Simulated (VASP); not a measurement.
Write the native input for VASP 6.6.1 that does the following.

```yaml
Task: G0W0 quasiparticle levels
Functional: PBE
Potentials_or_basis: VASP PAW PBE potentials, release 64 (Ba_sv_GW, Te_GW)
Cutoff: 500 eV
k_mesh: 4 × 4 × 4
Occupations: gaussian, width 0.01 eV
Spin: no spin polarisation
Dipole_correction: no
GW_scheme: G0W0
GW_iterations: 1
Cutoff_of_the_response_function: 140
Frequency_points: 96
Empty_bands: 331
Further_INCAR_settings: ALGO = EVGW0; EDIFF = 1e-08; NBANDS = 339
```

BaTe:

```xyz
2
Lattice="0.0000 3.5324 3.5324 3.5324 0.0000 3.5324 3.5324 3.5324 0.0000" Properties=species:S:1:pos:R:3 pbc="T T T"
Ba    0.0000    0.0000    0.0000
Te    3.5324    3.5324    3.5324
```

One way to write it, as run:

POSCAR

```
BaTe
1.0
    0.0000000000      3.5323868249      3.5323868249
    3.5323868249      0.0000000000      3.5323868249
    3.5323868249      3.5323868249      0.0000000000
Ba Te
1 1
Direct
    0.0000000000      0.0000000000      0.0000000000
    0.5000000000      0.5000000000      0.5000000000
```

INCAR.step1

```
ALGO = Normal
EDIFF = 1E-8
ENCUT = 500
GGA = PE
ISMEAR = 0
LASPH = True
LCHARG = False
LREAL = False
LWAVE = True
NELM = 80
PREC = Accurate
SIGMA = 0.01
```

INCAR.step2

```
ALGO = Exact
EDIFF = 1E-8
ENCUT = 500
GGA = PE
ISMEAR = 0
ISTART = 1
LASPH = True
LCHARG = False
LOPTICS = True
LREAL = False
LWAVE = True
NBANDS = 339
NELM = 1
PREC = Accurate
SIGMA = 0.01
```

INCAR.step3

```
ALGO = EVGW0
EDIFF = 1E-8
ENCUT = 500
ENCUTGW = 140.0
GGA = PE
ISMEAR = 0
ISTART = 1
LASPH = True
LCHARG = False
LREAL = False
LWAVE = False
NBANDS = 339
NBANDSGW = 16
NELMGW = 1
NOMEGA = 96
OMEGAMAX = 20
PREC = Accurate
PRECFOCK = Fast
SIGMA = 0.01
```

KPOINTS

```
k-points
0
Gamma
  4 4 4
```

Potentials or basis: VASP PAW PBE potentials, release 64 (Ba_sv_GW, Te_GW).

Run with:

```console
$ cat potpaw_PBE.64/Ba_sv_GW/POTCAR potpaw_PBE.64/Te_GW/POTCAR > POTCAR
$ cp INCAR.step1 INCAR
$ mpirun -np 1 vasp_std > vasp.out
$ cp INCAR.step2 INCAR
$ mpirun -np 1 vasp_std > vasp.out
$ cp INCAR.step3 INCAR
$ mpirun -np 1 vasp_std > vasp.out
```

Results of the run:

| Quantity | Value |
| --- | --- |
| Quasiparticle gap | 2.65 eV |
| Least direct quasiparticle gap | 3.05 eV |
| Band gap of the starting levels on the mesh | 1.64 eV |
| Least direct gap of the starting levels on the mesh | 2.00 eV |

Caveat: the k points lie up to 0.39 Å⁻¹ apart; bands, screening cutoff and mesh are small and nothing is extrapolated, so the quasiparticle values aren't converged; spin-orbit coupling is left out, which moves the levels of the heavy elements.

Wall time 13 min on 1 thread of Intel(R) Xeon(R) Platinum 8488C (Sapphire Rapids), with other jobs on the host, peak memory 1.4 GiB.
